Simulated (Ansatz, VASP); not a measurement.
# Si2N in VASP and in Ansatz

```
Si N
1.0
     4.90308    0.00000   -0.04612
     0.00000    2.79660    0.00000
    -1.29874    0.00000    5.38463
Si N
4 2
Direct
  0.25949 0.00000 0.05609
  0.25629 0.50000 0.58955
  0.74051 0.00000 0.94391
  0.74371 0.50000 0.41045
  0.65170 0.50000 0.72238
  0.34830 0.50000 0.27762
```

Change from the starting cell: the structure that the rattled cell fell into.

Alike in both runs: functional PBE; k mesh 4 × 6 × 4; occupations gaussian, width 0.1 eV; no spin polarisation.

Ansatz relaxed the structure, and its values are those at the end. VASP's run is a single point on that final structure, the one shown.

|  | VASP | Ansatz |
| --- | --- | --- |
| version | VASP 6.6.1 | Ansatz 0.2.0 |
| potentials or method | VASP PAW PBE potentials, release 64 (Si, N), cutoff 520 eV | scalar-relativistic, plane waves, PAW |
| valence electrons in the cell | 26 | 26 |

|  | VASP | Ansatz | Ansatz less VASP |
| --- | --- | --- | --- |
| gap on the k mesh at the Fermi level (eV) | none | none | - |
| pressure (GPa) | 0.0 | 0.1 | +0.10 |
| rms of the force components (eV/Å) | 0.008 | 0.003 | -0.0051 |

A gap of «none» marks a metal or a gap that the smearing closes.

The k mesh is coarse, so the values compare programs but aren't converged.
